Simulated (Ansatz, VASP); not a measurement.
This is a calculation of PtS2 for Ansatz 0.2.0.

File input.yaml:

```yaml
crystal:
  lattice:
    - [3.5432, 0.0, 0.0]
    - [-1.7716, 3.0685012107, 0.0]
    - [0.0, 0.0, 5.0388]
  atoms:
    - { symbol: Pt, position: [0.0, 0.0, 0.0] }
    - { symbol: S, position: [0.6666666667, 0.3333333333, 0.773] }
    - { symbol: S, position: [0.3333333333, 0.6666666667, 0.227] }
hamiltonian:
  xc: pbe
  pseudopotentials: { kind: paw }
  dispersion: d3bj
kpoints:
  mp_grid: { grid: [9, 9, 5] }
scf:
  occupations: { method: fermi_dirac, width: 0.05 }
output:
  forces: true
  stress: true
relax:
  f_tol: 0.01
  max_steps: 40
  cell: { stress_tol: 0.05 }
```

Potentials or basis: Ansatz PAW.

Command:

```console
$ ansatz run input.yaml --threads 2 --pin off --max-ram 5632MiB --backend cpu --events-out ev --progress --plain --runs-dir out
```

Set up the same calculation for VASP 6.6.1. Potentials there: VASP PAW PBE potentials, release 64 (Pt, S).

As run (the cutoff follows the program's own potentials):

The input INCAR:

```
PREC     = Accurate       # precision mode
ENCUT    = 600            # plane-wave cutoff, eV
EDIFF    = 1E-6           # SCF threshold, eV
ISMEAR   = -1             # smearing method
SIGMA    = 0.05           # smearing width, eV
LREAL    = False          # projectors in reciprocal space
LASPH    = True           # aspherical terms in the spheres
NELM     = 100            # most SCF steps
ALGO     = Normal         # electronic algorithm
ISIF     = 3              # what is computed and relaxed
LWAVE    = False          # write WAVECAR
LCHARG   = False          # write CHGCAR
GGA      = PE             # functional
IVDW     = 12             # dispersion correction
IBRION   = 2              # ionic algorithm
NSW      = 60             # ionic steps
EDIFFG   = -0.02          # ionic threshold
```

Contents of KPOINTS:

```
regular mesh
0
Gamma
  9 9 5
```

The input POSCAR:

```
PtS2
1.0
    3.5432000000      0.0000000000      0.0000000000
   -1.7716000000      3.0685012107      0.0000000000
    0.0000000000      0.0000000000      5.0388000000
Pt S
1 2
Direct
    0.0000000000      0.0000000000      0.0000000000
    0.6666666667      0.3333333333      0.7730000000
    0.3333333333      0.6666666667      0.2270000000
```

Potentials or basis: VASP PAW PBE potentials, release 64 (Pt, S).

The run is started by

```bash
$ cat potpaw_PBE.64/Pt/POTCAR potpaw_PBE.64/S/POTCAR > POTCAR
$ mpirun -np 1 vasp_std > vasp.out
```

Both were run:

|  | VASP | Ansatz | Ansatz less VASP |
| --- | --- | --- | --- |
| relaxed volume (Å³/atom) | 17.39 | 17.27 | -0.119 |
| relaxed cell length with the largest relative difference (Å) | 4.704 | 4.658 | -0.0461 |

VASP's potentials hold 22 valence electrons a cell and Ansatz's 30, so a difference there can come from the potentials and not from the codes.

Spin-orbit coupling is off throughout. Noted on Ansatz's run: the plane-wave basis is chosen anew once the cell has moved, so the energies of steps on either side of that aren't comparable.
